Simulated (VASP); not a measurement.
SnTe:

```
Te Sn
1.0
     0.00000    3.61115    3.61115
     3.61115    0.00000    3.61115
     3.61115    3.61115    0.00000
Te Sn
1 1
Direct
  0.25000 0.25000 0.25000
  0.00000 0.00000 0.00000
```

| Property | Result |
| --- | --- |
| Program | VASP 6.6.1 |
| Task | relaxation of cell and atoms |
| Functional | r2SCAN |
| Dispersion | rVV10 |
| Potentials or basis | VASP PAW PBE potentials, release 64 (Te, Sn_d) |
| Cutoff | 600 eV |
| k mesh | 7 × 7 × 7 |
| Occupations | fermi-dirac, width 0.05 eV |
| Spin | no spin polarisation |

At the start: pressure -1.0 GPa; volume 47.09 Å³/atom.

Where does the relaxation end?

Over 3 steps the energy falls by 6.3 meV/atom and the volume is 45.22 Å³/atom (-4.0 %); space group F-43m (No. 216, to 0.1 Å) before and after.

Step by step:
```tsv
step	energy change (eV)	largest force (eV/Å)	pressure (GPa)	volume (Å³)
1	0.0000	0.0000	-1.04	94.18
2	-0.0124	0.0000	0.11	90.07
3	-0.0126	0.0000	0.00	90.43
```

Final structure:
```cif
data_structure
_symmetry_space_group_name_H-M 'P 1'
_symmetry_Int_Tables_number 1
_cell_length_a 5.0383
_cell_length_b 5.0383
_cell_length_c 5.0383
_cell_angle_alpha 60.000
_cell_angle_beta 60.000
_cell_angle_gamma 60.000
_cell_volume 90.43
loop_
_atom_site_label
_atom_site_type_symbol
_atom_site_fract_x
_atom_site_fract_y
_atom_site_fract_z
_atom_site_occupancy
Te1 Te 0.25000 0.25000 0.25000 1
Sn1 Sn 0.00000 0.00000 0.00000 1
```

Caveat: the PAW data sets were made with another functional, which shifts forces and pressure a little.
